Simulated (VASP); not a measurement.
The system is EuS.

```
Eu S
1.0
     0.00000    2.97850    2.97850
     2.97850    0.00000    2.97850
     2.97850    2.97850    0.00000
Eu S
1 1
Direct
  0.00000 0.00000 0.00000
  0.50000 0.50000 0.50000
```

* Program: VASP 6.6.1
* Task: relaxation of cell and atoms
* Functional: r2SCAN
* Dispersion: rVV10
* Potentials or basis: VASP PAW PBE potentials, release 64 (Eu, S)
* Cutoff: 800 eV
* k mesh: 9 × 9 × 9
* Occupations: fermi-dirac, width 0.1 eV
* Spin: collinear spin, ferromagnetic start
* Starting moments: [9.1, 0.0] μB

At the start: pressure -3.5 GPa; volume 26.42 Å³/atom.

Question: Where does the relaxation end?

Answer: Over 3 steps the energy falls by 20.6 meV/atom and the volume is 24.66 Å³/atom (-6.7 %); space group Fm-3m (No. 225, to 0.1 Å) before and after; moment 6.96 μB per cell.

Step by step:
| step | energy change (eV) | largest force (eV/Å) | pressure (GPa) | volume (Å³) |
| --- | --- | --- | --- | --- |
| 1 | 0.0000 | 0.0000 | -3.53 | 52.85 |
| 2 | -0.0387 | 0.0000 | 1.00 | 48.52 |
| 3 | -0.0412 | 0.0000 | 0.01 | 49.32 |

Final structure:
```cif
data_structure
_symmetry_space_group_name_H-M 'P 1'
_symmetry_Int_Tables_number 1
_cell_length_a 4.1163
_cell_length_b 4.1163
_cell_length_c 4.1163
_cell_angle_alpha 60.000
_cell_angle_beta 60.000
_cell_angle_gamma 60.000
_cell_volume 49.32
loop_
_atom_site_label
_atom_site_type_symbol
_atom_site_fract_x
_atom_site_fract_y
_atom_site_fract_z
_atom_site_occupancy
Eu1 Eu 0.00000 0.00000 0.00000 1
S1 S 0.50000 0.50000 0.50000 1
```

Caveat: the PAW data sets were made with another functional, which shifts forces and pressure a little; a cell with one magnetic atom can't hold antiferromagnetic order, which such compounds often take; semilocal functionals describe open f shells poorly, which spoils levels, moments and volumes.
